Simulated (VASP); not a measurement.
Here is a VASP 6.6.1 calculation.

Contents of INCAR:

```
PREC = Accurate ; ENCUT = 520
EDIFF = 1E-7 ; ISMEAR = -1
SIGMA = 0.002 ; LREAL = Auto
LASPH = True ; NELM = 100
ALGO = Normal ; ISIF = 2
LWAVE = False ; LCHARG = True
GGA = PE ; LELF = True
LVHAR = True ; NBANDS = 40
```

The input KPOINTS:

```
regular mesh
0
Gamma
  2 2 2
```

File POSCAR:

```
Li
1.0
    6.9800000000      0.0000000000      0.0000000000
    0.0000000000      6.9800000000      0.0000000000
    0.0000000000      0.0000000000      6.9800000000
Li
17
Direct
    0.3092550143      0.4967478510      0.1225501433
    0.5070630372     -0.1762177650      0.0665759312
    0.0424212034      0.7093696275     -0.1179512894
    0.0118767908      0.0976934097      0.3515902579
    0.0966189112      0.3653581662     -0.4066189112
    0.6819054441      0.4758309456     -0.0025787966
    0.2450143266     -0.0276790831      0.0618911175
    0.8274355301     -0.0973495702      0.1400716332
   -0.4040257880      0.1809885387      0.6502435530
   -0.0158309456      0.5685530086      0.3541260745
    0.5012893983     -0.0136532951      0.3775644699
    0.5904584527      0.6561604585      0.3765186246
    0.7854727794      0.8748137536      0.6152148997
    0.4661318052      0.2735816619      1.2907020057
    0.4467621777      0.6365472779      0.7022063037
    1.0069197708      1.2562034384      0.9598853868
    0.2108022923      0.7909169054      0.5815759312
```

Potentials or basis: VASP PAW PBE potentials, release 64 (Li_sv).

The run is started by

```console
$ cat potpaw_PBE.64/Li_sv/POTCAR > POTCAR
$ mpirun -np 1 vasp_std > vasp.out
```

(1) Estimate the largest force.

(2) What does it give for the band gap on the k mesh?

Answers

(1) 1.292 eV/Å.

(2) zero (an odd number of electrons rules out a gap without spin polarisation).

Caveat: the k points lie up to 0.45 Å⁻¹ apart, too coarse for converged energies and pressures of a metal; the atoms stand as in a frame of molecular dynamics.
